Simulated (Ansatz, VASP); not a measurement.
## Two plane-wave programs on HC12

```
C H
1.0
     5.05093    0.00000    0.00000
     0.00000    5.05093    0.00000
     0.00000    0.00000   22.37549
C H
24 2
Cartesian
  0.0000 1.2627 4.0000
  0.0000 3.7882 4.0000
  2.5255 1.2627 4.0000
  2.5255 3.7882 4.0000
  0.0000 0.0000 4.8929
  0.0000 2.5255 4.8929
  2.5255 0.0000 4.8929
  2.5255 2.5255 4.8929
  1.2627 0.0000 5.7858
  1.2627 2.5255 5.7858
  3.7882 0.0000 5.7858
  3.7882 2.5255 5.7858
  1.2627 1.2627 6.6590
  1.2627 3.7882 6.6590
  3.7882 1.2627 6.6590
  3.7882 3.7882 6.6590
  0.0000 1.2627 7.5962
  0.0000 3.7882 7.5962
  2.5255 1.2627 7.5962
  2.5255 3.7882 7.5962
  0.0000 0.0000 8.3755
  0.0000 2.5255 8.3755
  2.5255 0.0000 8.3755
  2.5255 2.5255 8.3755
  4.4604 1.8941 11.3755
  5.6414 1.8941 11.3755
```

Alike in both runs: task single point; functional PBE; k mesh 5 × 5 × 1; occupations gaussian, width 0.05 eV; no spin polarisation.

|  | VASP | Ansatz |
| --- | --- | --- |
| version | VASP 6.6.1 | Ansatz 0.2.0 |
| potentials or method | VASP PAW PBE potentials, release 64 (C, H), cutoff 520 eV | scalar-relativistic, plane waves, PAW |
| valence electrons in the cell | 98 | 98 |

Ansatz gave:

| Quantity | Value |
| --- | --- |
| gap on the k mesh at the Fermi level (eV) | none |
| rms of the force components (eV/Å) | 1.076 |

What did VASP give for the same quantities?

gap on the k mesh at the Fermi level (eV): none; rms of the force components (eV/Å): 1.073.

Atom by atom the forces differ by 0.013 eV/Å (rms over components). A gap of «none» marks a metal or a gap that the smearing closes.
